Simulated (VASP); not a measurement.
Here is a VASP 6.6.1 calculation.

File INCAR:

```
PREC = Accurate
ENCUT = 520
EDIFF = 1E-6
ISMEAR = 0
SIGMA = 0.15
LREAL = False
LASPH = True
NELM = 80
ALGO = Normal
ISIF = 2
LWAVE = False
LCHARG = False
GGA = PE
IVDW = 12
NBANDS = 8
```

File KPOINTS:

```
regular mesh
0
Gamma
  18 18 18
```

Contents of POSCAR:

```
Li
1.0
    0.0000000000      2.2570500000      2.2020000000
    2.2020000000      0.0000000000      2.2020000000
    2.2020000000      2.2570500000      0.0000000000
Li
1
Direct
    0.0000000000      0.0000000000      0.0000000000
```

Potentials or basis: VASP PAW PBE potentials, release 64 (Li_sv).

Command:

```sh
$ cat potpaw_PBE.64/Li_sv/POTCAR > POTCAR
$ mpirun -np 1 vasp_std > vasp.out
```

(1) Predict the dispersion energy per atom.

Results:

(1) -0.157 eV.

Caveat: the cell differs from its parent crystal (strain +0.0250 x Voigt [0, 1, 0, 0, 0, 0]).
